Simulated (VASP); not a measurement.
Wanted: the native input for a VASP 6.6.1 run.

```yaml
Task: single point
Functional: PBE
Potentials_or_basis: VASP PAW PBE potentials, release 64 (Mo_sv)
Cutoff: 520 eV
k_mesh: 22 × 22 × 22
Occupations: gaussian, width 0.15 eV
Spin: no spin polarisation
Dipole_correction: no
Further_INCAR_settings: ALGO = Fast; EDIFF = 1e-06; NBANDS = 13
```

The structure of Mo lies in POSCAR:

```
Mo
1.0
    0.0000000000      1.9006240411      2.2180282559
    1.9006240411      0.0000000000      2.2180282559
    1.9006240411      1.9006240411      0.0000000000
Mo
1
Direct
    0.0000000000      0.0000000000      0.0000000000
```

This cell differs from its parent crystal: volume 16.025 Å^3 an atom, c/a of the conventional cell 1.1670.

These files were run (other wordings do the same):

INCAR

```
ALGO = Fast
EDIFF = 1E-6
ENCUT = 520
GGA = PE
ISIF = 2
ISMEAR = 0
LASPH = True
LCHARG = False
LREAL = False
LWAVE = False
NBANDS = 13
NELM = 100
PREC = Accurate
SIGMA = 0.15
```

KPOINTS

```
k-points
0
Gamma
  22 22 22
```

Potentials or basis: VASP PAW PBE potentials, release 64 (Mo_sv).

Command:

```sh
$ cat potpaw_PBE.64/Mo_sv/POTCAR > POTCAR
$ mpirun -np 1 vasp_std > vasp.out
```

Results of the run:

```json
{
  "Pressure": "1.3 GPa",
  "Band gap on the k mesh": "zero (band 7 reaches 15.18 eV, above the bottom of band 8 at 11.47 eV)"
}
```

Run time: 48 s on 1 thread of Intel(R) Xeon(R) 6975P-C (Granite Rapids), with other jobs on the host, peak memory 0.26 GiB.
